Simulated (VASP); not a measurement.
A run of VASP 6.6.1:

The input INCAR:

```
PREC = Accurate
ENCUT = 520
EDIFF = 1E-6
ISMEAR = -1
SIGMA = 0.05
LREAL = False
LASPH = True
NELM = 60
ALGO = Normal
ISIF = 2
LWAVE = False
LCHARG = False
GGA = RE
NBANDS = 11
```

Contents of KPOINTS:

```
Automatic mesh
0
Gamma
  9 9 9
```

POSCAR

```
MgS
1.0
    0.0000000000      2.6016500000      2.6016500000
    2.6016500000      0.0000000000      2.6016500000
    2.6016500000      2.6016500000      0.0000000000
S Mg
1 1
Direct
    0.5000000000      0.5000000000      0.5000000000
    0.0000000000      0.0000000000      0.0000000000
```

Potentials or basis: VASP PAW PBE potentials, release 64 (S, Mg).

Launch:

```console
$ cat potpaw_PBE.64/S/POTCAR potpaw_PBE.64/Mg/POTCAR > POTCAR
$ mpirun -np 1 vasp_std > vasp.out
```

Hardware: 1 thread of Intel Xeon 8259CL (shared host).

Question: How long does it take, and how much memory?

Answer: It took 22 s on 1 thread of Intel Xeon 8259CL, on a shared host, peak memory 0.16 GiB. Counts: scf iterations 12, k points 35.
